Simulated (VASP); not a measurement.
# KCl (b) (Fm-3m) in VASP: single point with PBE

Aim: the single point of KCl (b) with PBE.

Everything below comes from runs of VASP 6.6.1. Logs are shortened: lines on timing, memory, paths and dates and some standing lists are left out, and cuts for length are marked.

**1. The cell of the first run**

Symmetry: Fm-3m, No. 225, cubic system. The conventional cell has a = 6.381 Å, b = 6.381 Å, c = 6.381 Å, α = 90.00°, β = 90.00°, γ = 90.00°. Within 4.2 Å of K (site symmetry m-3m) lie 6 Cl at 3.19 Å. Cl (site symmetry m-3m) has 6 K at 3.19 Å within 4.2 Å.

**2. Single point, PBE**

INCAR

```
PREC = Accurate ; ENCUT = 500
EDIFF = 1E-6 ; ISMEAR = 0
SIGMA = 0.02 ; LREAL = F
LASPH = T ; NELM = 120
ALGO = Normal ; ISIF = 2
LWAVE = F ; LCHARG = T
GGA = PE ; LELF = T
LVHAR = T ; NBANDS = 15
GGA_COMPAT = F
```

KPOINTS

```
regular mesh
0
Gamma
  6 6 6
```

POSCAR

```
KCl
1.0
    0.0000000000      3.1907008030      3.1907008030
    3.1907008030      0.0000000000      3.1907008030
    3.1907008030      3.1907008030      0.0000000000
K Cl
1 1
Direct
    0.0000000000      0.0000000000      0.0000000000
    0.5000000000      0.5000000000      0.5000000000
```

Potentials or basis: VASP PAW PBE potentials, release 64 (K_sv, Cl).

Started as:

```
$ cat potpaw_PBE.64/K_sv/POTCAR potpaw_PBE.64/Cl/POTCAR > POTCAR
$ mpirun -np 1 vasp_std > vasp.out
```

OUTCAR:

```text
PREC = Accurate
   ENCUT = 500
   EDIFF = 1E-6
   ISMEAR = 0
   LREAL = F
   LASPH = T
   NELM = 120
   ISIF = 2
   GGA = PE

 ion  position               nearest neighbor table
   1  0.000  0.000  0.000-   2 3.19   2 3.19   2 3.19   2 3.19   2 3.19   2 3.19
   2  0.500  0.500  0.500-   1 3.19   1 3.19   1 3.19   1 3.19   1 3.19   1 3.19

  LATTYP: Found a face centered cubic cell.
 ALAT       =     6.3814016060

  Lattice vectors:

 A1 = (   0.0000000000,   3.1907008030,   3.1907008030)
 A2 = (   3.1907008030,   0.0000000000,   3.1907008030)
 A3 = (   3.1907008030,   3.1907008030,   0.0000000000)

Analysis of symmetry for initial positions (statically):
=====================================================================
 Subroutine PRICEL returns:
 Original cell was already a primitive cell.

 Routine SETGRP: Setting up the symmetry group for a
 face centered cubic supercell.

 Subroutine GETGRP returns: Found 48 space group operations
 (whereof 48 operations were pure point group operations)
 out of a pool of 48 trial point group operations.

The static configuration has the point symmetry O_h .

Analysis of symmetry for dynamics (positions and initial velocities):
=====================================================================
 Subroutine PRICEL returns:
 Original cell was already a primitive cell.

 Routine SETGRP: Setting up the symmetry group for a
 face centered cubic supercell.

 Subroutine GETGRP returns: Found 48 space group operations
 (whereof 48 operations were pure point group operations)
 out of a pool of 48 trial point group operations.

The dynamic configuration has the point symmetry O_h .

 Subroutine INISYM returns: Found 48 space group operations
 (whereof 48 operations are pure point group operations),
 and found     1 'primitive' translations

----------------------------------------------------------------------------------------

                                     Primitive cell

  volume of cell :      64.9663

  direct lattice vectors                    reciprocal lattice vectors
     0.000000000  3.190700803  3.190700803    -0.156705386  0.156705386  0.156705386
     3.190700803  0.000000000  3.190700803     0.156705386 -0.156705386  0.156705386
     3.190700803  3.190700803  0.000000000     0.156705386  0.156705386 -0.156705386

  length of vectors
     4.512332349  4.512332349  4.512332349     0.271421690  0.271421690  0.271421690

  position of ions in fractional coordinates (direct lattice)
     0.000000000  0.000000000  0.000000000
     0.500000000  0.500000000  0.500000000

  ion indices of the primitive-cell ions
   primitive index   ion index
                 1           1
                 2           2

----------------------------------------------------------------------------------------

 KPOINTS: regular mesh

Automatic generation of k-mesh.
 Grid dimensions read from file:
 generate k-points for:    6    6    6

 Generating k-lattice:

  Cartesian coordinates                     Fractional coordinates (reciprocal lattice)
    -0.026117564  0.026117564  0.026117564     0.166666667  0.000000000  0.000000000
     0.026117564 -0.026117564  0.026117564     0.000000000  0.166666667  0.000000000
     0.026117564  0.026117564 -0.026117564     0.000000000  0.000000000  0.166666667

  Length of vectors
     0.045236948  0.045236948  0.045236948

  Shift w.r.t. Gamma in fractional coordinates (k-lattice)
     0.000000000  0.000000000  0.000000000

 Subroutine IBZKPT returns following result:
 ===========================================

 Found     16 irreducible k-points:

 Following reciprocal coordinates:
            Coordinates               Weight
  0.000000  0.000000  0.000000      1.000000
  0.166667  0.000000  0.000000      8.000000
  0.333333  0.000000  0.000000      8.000000
  0.500000  0.000000  0.000000      4.000000
  0.166667  0.166667  0.000000      6.000000
  0.333333  0.166667  0.000000     24.000000
[... 8 lines left out ...]
 -0.333333  0.333333  0.166667     24.000000
 -0.333333  0.500000  0.166667     12.000000
   k-points           NKPTS =     16   k-points in BZ     NKDIM =     16   number of bands    NBANDS=     15
   number of dos      NEDOS =    301   number of ions     NIONS =      2
   total plane-waves  NPLWV =  46656
   dimension x,y,z NGX =    36 NGY =   36 NGZ =   36
   dimension x,y,z NGXF=    72 NGYF=   72 NGZF=   72
   ions per type =               1   1
   NGX,Y,Z   is equivalent  to a cutoff of  13.26, 13.26, 13.26 a.u.
   NGXF,Y,Z  is equivalent  to a cutoff of  26.53, 26.53, 26.53 a.u.
 SYSTEM =  unknown system
   PREC   = accura    normal or accurate (medium, high low for compatibility)
   ISTART =      0    job   : 0-new  1-cont  2-samecut
   ICHARG =      2    charge: 1-file 2-atom 10-const
   ISPIN  =      1    spin polarized calculation?
   LNONCOLLINEAR =      F non collinear calculations
   LSORBIT =      F    spin-orbit coupling
   LASPH  =      T    aspherical Exc in radial PAW
   ENCUT  =  500.0 eV  36.75 Ry    6.06 a.u.   8.23  8.23  8.23*2*pi/ulx,y,z
   NELM   =    120;   NELMIN=  2; NELMDL= -5     # of ELM steps
   EDIFF  = 0.1E-05   stopping-criterion for ELM
   LREAL  =      F    real-space projection
   EDIFFG = 0.1E-04   stopping-criterion for IOM
   NSW    =      0    number of steps for IOM
   IBRION =     -1    ionic relax: 0-MD 1-quasi-New 2-CG
   NFREE  =      0    steps in history (QN), initial steepest desc. (CG)
   ISIF   =      2    stress and relaxation
   ISYM   =      2    0-nonsym 1-usesym 2-fastsym
   POTIM  = 0.5000    time-step for ionic-motion
   TEBEG  =    0.0;   TEEND  =   0.0 temperature during run
   PSTRESS=    0.0 pullay stress
   NELECT =      16.0000    total number of electrons
   NUPDOWN=      -1.0000    fix difference up-down
   EMIN   =  10.00;   EMAX   =-10.00  energy-range for DOS
   EFERMI =   0.00;   METHOD = LEGACY
   ISMEAR =     0;   SIGMA  =   0.02  broadening in eV -4-tet -1-fermi 0-gaus
   EFERMI_NEDOS =   21; number of points for ismear=-14 and -15
   IALGO  =     38    algorithm
   IMIX   =      4    mixing-type and parameters
     AMIX     =   0.40;   BMIX     =  1.00
     AMIX_MAG =   1.60;   BMIX_MAG =  1.00
  volume/ion in A,a.u.               =      32.48       219.21
  Fermi-wavevector in a.u.,A,eV,Ry     =   1.026169  1.939178 14.327236  1.053022
  Thomas-Fermi vector in A             =   2.160047
   LORBIT       =      0    0 simple, 1 ext, 2 COOP (PROOUT), +10 PAW based schemes
   GGA     = PE    functional components
   LHFCALC =     F    Hartree Fock is set to
   AEXX    =    0.0000 exact exchange contribution
   IVDW    =     0    specifies the selected vdW correction
   LEPSILON=     F    determine dielectric tensor
   LRPA    =     F    only Hartree local field effects (RPA)
 non-spin polarized calculation
 Gauss-broadening in eV      SIGMA  =   0.02
  energy-cutoff  :      500.00
  volume of cell :       64.97
 maximum number of plane-waves:      1676
 NGX is ok and might be reduce to    36
   NGX = 17   NGY = 17   NGZ = 17

 number of electron      15.9999998 magnetization

 Free energy of the ion-electron system (eV)
  ---------------------------------------------------
  ext. energy  EPLUGINS =         0.00000000
  ---------------------------------------------------
  free energy    TOTEN  =        -6.81078759 eV

  energy without entropy =       -6.81078759  energy(sigma->0) =       -6.81078759

 E-fermi :  -1.8136     XC(G=0):  -7.3697

 val. band max:       -2.0031920606   @ k =   0.0000   0.0000   0.0000
 cond. band min:       3.0419298837   @ k =   0.0000   0.0000   0.0000
 fundamental gap:      5.0451219443
 Fermi energy:        -1.8135554076

 k-point     1 :       0.0000    0.0000    0.0000
  band No.  band energies     occupation
      1     -29.3058      2.00000
      2     -14.0758      2.00000
      3     -12.7654      2.00000
      4     -12.7654      2.00000
      5     -12.7654      2.00000
      6      -2.0032      2.00000
      7      -2.0032      2.00000
      8      -2.0032      2.00000
      9       3.0419      0.00000
     10       6.3504      0.00000
     11       6.3504      0.00000
     12       6.3504      0.00000
     13       7.2042      0.00000
     14       7.2042      0.00000
     15      10.8262      0.00000

 k-point     2 :       0.1667    0.0000    0.0000
  band No.  band energies     occupation
      1     -29.3037      2.00000
      2     -14.1234      2.00000
      3     -12.7676      2.00000
      4     -12.7676      2.00000
      5     -12.7060      2.00000
      6      -2.2956      2.00000
      7      -2.0801      2.00000
      8      -2.0801      2.00000
      9       3.6534      0.00000
     10       6.1712      0.00000
     11       6.6801      0.00000
     12       6.6801      0.00000
     13       7.5509      0.00000
     14       7.5509      0.00000
     15      11.6783      0.00000

 k-point     3 :       0.3333    0.0000    0.0000
  band No.  band energies     occupation
      1     -29.2994      2.00000
      2     -14.2083      2.00000
      3     -12.7718      2.00000
      4     -12.7718      2.00000
      5     -12.5969      2.00000
      6      -2.7781      2.00000
      7      -2.2262      2.00000
      8      -2.2262      2.00000
      9       4.8761      0.00000
     10       6.1721      0.00000
     11       7.5721      0.00000
     12       7.5721      0.00000
     13       8.4313      0.00000
     14       8.4313      0.00000
     15      10.5700      0.00000
[... 199 lines left out ...]
 k-point    15 :      -0.3333    0.3333    0.1667
  band No.  band energies     occupation
      1     -29.2954      2.00000
      2     -14.1221      2.00000
      3     -12.8303      2.00000
      4     -12.8146      2.00000
      5     -12.6601      2.00000
      6      -2.6709      2.00000
      7      -2.4165      2.00000
      8      -2.3307      2.00000
      9       5.8655      0.00000
     10       6.1014      0.00000
     11       7.5518      0.00000
     12       7.8321      0.00000
     13       9.0358      0.00000
     14       9.5507      0.00000
     15       9.7041      0.00000

 k-point    16 :      -0.3333    0.5000    0.1667
  band No.  band energies     occupation
      1     -29.2947      2.00000
      2     -14.0531      2.00000
      3     -12.8670      2.00000
      4     -12.8307      2.00000
      5     -12.7149      2.00000
      6      -2.5489      2.00000
      7      -2.3949      2.00000
      8      -2.3446      2.00000
      9       5.2378      0.00000
     10       6.7939      0.00000
     11       6.8727      0.00000
     12       7.9891      0.00000
     13       8.8023      0.00000
     14       9.5353      0.00000
     15      10.0560      0.00000

------------------------ aborting loop because EDIFF is reached ----------------------------------------

  FORCE on cell =-STRESS in cart. coord.  units (eV):
  Direction    XX          YY          ZZ          XY          YZ          ZX
  --------------------------------------------------------------------------------------
  -------------------------------------------------------------------------------------
  Total        0.0042670      0.0042670      0.0042670      0.0000000      0.0000000     -0.0000000
  in kB        0.1052311      0.1052311      0.1052311      0.0000000      0.0000000     -0.0000000
  external PRESSURE =       0.1052311 kB  Pullay stress =       0.0000000 kB

 VOLUME and BASIS-vectors are now :
 -----------------------------------------------------------------------------
  energy-cutoff  :      500.00
  volume of cell :       64.97
      direct lattice vectors                 reciprocal lattice vectors
     0.000000000  3.190700803  3.190700803    -0.156705386  0.156705386  0.156705386
     3.190700803  0.000000000  3.190700803     0.156705386 -0.156705386  0.156705386
     3.190700803  3.190700803  0.000000000     0.156705386  0.156705386 -0.156705386

 POSITION                                       TOTAL-FORCE (eV/Angst)
 -----------------------------------------------------------------------------------
      0.00000      0.00000      0.00000        -0.000000     -0.000000     -0.000000
      3.19070      3.19070      3.19070         0.000000      0.000000      0.000000
 -----------------------------------------------------------------------------------
    total drift:                                0.000000      0.000000      0.000000

  FREE ENERGIE OF THE ION-ELECTRON SYSTEM (eV)
  ---------------------------------------------------
  free  energy   TOTEN  =        -6.8107875936 eV

  energy  without entropy=       -6.8107875936  energy(sigma->0) =       -6.81078759
```

Run time: 46 s. Hardware: 1 thread of AMD EPYC 7R13, shared host; peak memory 0.17 GiB.

Results:

```
Free energy            : -6.8108 eV
Pressure               : 0.0 GPa
Band gap on the k mesh : 5.05 eV, direct
```

Levels at points of the mesh, in eV from the valence-band top:
```csv
k point,band 6,band 7,band 8,band 9,band 10,band 11
"(0.00, 0.00, 0.00)",0.00,0.00,0.00,5.05,8.35,8.35
"(0.50, 0.00, 0.00)",-0.98,-0.29,-0.29,7.47,8.43,10.39
"(0.50, 0.50, 0.00)",-0.63,-0.21,-0.21,6.56,8.16,9.83
```

A hybrid or GW would open this gap; PBE tends to underestimate it.
